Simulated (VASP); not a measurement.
Write the native input for VASP 6.6.1 that does the following.

* Task: single point
* Functional: PBE
* Potentials or basis: VASP PAW PBE potentials, release 64 (Hf_pv)
* Cutoff: 520 eV
* k mesh: 8 × 8 × 5
* Occupations: fermi-dirac, width 0.05 eV
* Spin: no spin polarisation
* Dipole correction: no
* Further INCAR settings: ALGO = Normal; EDIFF = 1e-06; NBANDS = 17

The structure of Hf lies in POSCAR:

```
Hf
1.0
    3.1967000000      0.0000000000      0.0000000000
   -1.5983500000      2.7684234083      0.0000000000
    0.0000000000      0.0000000000      4.9566440000
Hf
2
Direct
    0.6666666667      0.3333333333      0.7500000000
    0.3333333333      0.6666666667      0.2500000000
```

One way to write it, as run:

INCAR

```
  PREC = Accurate
  ENCUT = 520
  EDIFF = 1E-6
  ISMEAR = -1
  SIGMA = 0.05
  LREAL = False
  LASPH = True
  NELM = 80
  ALGO = Normal
  ISIF = 2
  LWAVE = False
  LCHARG = False
  GGA = PE
  NBANDS = 17
```

KPOINTS

```
regular mesh
0
Gamma
  8 8 5
```

Potentials or basis: VASP PAW PBE potentials, release 64 (Hf_pv).

Launch:

```console
$ cat potpaw_PBE.64/Hf_pv/POTCAR > POTCAR
$ mpirun -np 1 vasp_std > vasp.out
```

It gave:

| Item | Value |
| --- | --- |
| Pressure | 2.9 GPa |
| Band gap on the k mesh | zero (band 10 reaches 6.20 eV, above the bottom of band 11 at 4.77 eV) |

Caveat: spin-orbit coupling is left out, which moves the levels of the heavy elements.

Wall time 24 s on 1 thread of AMD EPYC 7R43 64-Core Processor (Zen 3), on a shared host, peak memory 0.13 GiB.
